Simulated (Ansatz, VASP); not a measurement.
## AlGaN2 in VASP and in Ansatz

```xyz
4
Lattice="2.9319 0.0000 0.0000 0.0000 2.9319 0.0000 0.0000 0.0000 4.9493" Properties=species:S:1:pos:R:3 pbc="T T T"
Al    1.4659    1.4659    2.4747
Ga    0.0000    0.0000    0.0000
N     1.4659    0.0000    3.6719
N     0.0000    1.4659    1.2774
```

Alike in both runs: functional LDA; k mesh 8 × 8 × 6; occupations gaussian, width 0.05 eV; no spin polarisation.

Ansatz relaxed the structure, and its values are those at the end. VASP's run is a single point on that final structure, the one shown.

```csv
,VASP,Ansatz
version,VASP 6.6.1,Ansatz 0.2.0
potentials or method,"VASP PAW LDA potentials, release 64 (Al, Ga_d, N), cutoff 520 eV","scalar-relativistic, plane waves, PAW"
valence electrons in the cell,26,26
```

|  | VASP | Ansatz | Ansatz less VASP |
| --- | --- | --- | --- |
| gap on the k mesh at the Fermi level (eV) | 2.45 | 2.44 | -0.008 |
| least direct gap on the mesh (eV) | 2.48 | 2.47 | -0.008 |
| pressure (GPa) | -1.0 | -1.9 | -0.86 |
| rms of the force components (eV/Å) | 0.015 | 0.000 | -0.0150 |

Ansatz warns that its potentials were made for another functional, while VASP's fit it. LDA's correlation is that of Perdew and Zunger in VASP and of Perdew and Wang (1992) in Ansatz. Ansatz's warnings: stress scf threshold loose.
